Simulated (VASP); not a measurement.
## CO2: single point with PBE+D3(BJ)

The system is CO2.

```
C O
1.0
     2.79557   -2.51334    0.00000
     2.79557    2.51334    0.00000
     0.00000    0.00000    6.74304
C O
2 4
Direct
  0.00000 0.00000 0.00000
  0.50000 0.50000 0.50000
  0.81328 0.18672 0.89662
  0.18672 0.81328 0.10338
  0.68672 0.31328 0.39662
  0.31328 0.68672 0.60338
```

```
Program                : VASP 6.6.1
Task                   : single point
Functional             : PBE
Dispersion             : D3(BJ)
Potentials or basis    : VASP PAW PBE potentials, release 64 (C, O)
Cutoff                 : 520 eV
k mesh                 : 6 × 6 × 4
Occupations            : gaussian, width 0.02 eV
Spin                   : no spin polarisation
Dipole correction      : no
Further INCAR settings : ALGO = Normal; EDIFF = 1e-06; NBANDS = 25
```

| Quantity | Value |
| --- | --- |
| Pressure | 1.4 GPa |
| Largest force | 0.633 eV/Å |
| Band gap on the k mesh | 6.51 eV (least direct gap 6.91 eV) |
| Dispersion energy per atom | -0.064 eV |

Forces in eV/Å, atoms in the order of the input:
```
C    0.000  0.000  0.000
C    0.000  0.000  0.000
O    0.000  0.508 -0.377
O    0.000 -0.508  0.377
O    0.000 -0.508 -0.377
O    0.000  0.508  0.377
```

Stress tensor (GPa, compression positive):
```
-0.19  0.00  0.00
 0.00  2.95  0.00
 0.00  0.00  1.45
```

Levels at points of the mesh, in eV from the valence-band top:
```csv
k point,band 12,band 13,band 14,band 15,band 16,band 17,band 18,band 19,band 20,band 21
"(0.00, 0.00, 0.00)",-3.53,-0.76,-0.70,-0.49,-0.39,6.51,7.40,7.89,7.96,8.65
"(0.50, 0.00, 0.00)",-3.66,-0.54,-0.54,-0.22,-0.22,7.77,7.77,8.51,8.51,9.50
"(0.50, 0.50, 0.00)",-3.57,-0.74,-0.43,-0.22,0.00,7.92,8.76,8.80,8.88,10.10
"(0.00, 0.00, 0.50)",-3.56,-0.63,-0.63,-0.54,-0.54,7.56,7.56,7.67,7.67,8.29
"(0.50, 0.00, 0.50)",-3.58,-0.59,-0.59,-0.19,-0.19,7.83,7.83,8.56,8.56,9.40
"(0.50, 0.50, 0.50)",-3.91,-0.49,-0.49,-0.21,-0.21,8.37,8.37,8.78,8.78,10.89
```

Wall time 52 s on 1 thread of Intel(R) Xeon(R) Platinum 8259CL CPU @ 2.50GHz (Skylake/Cascade Lake), on a shared host, peak memory 0.23 GiB.

A k mesh can miss the band edges.
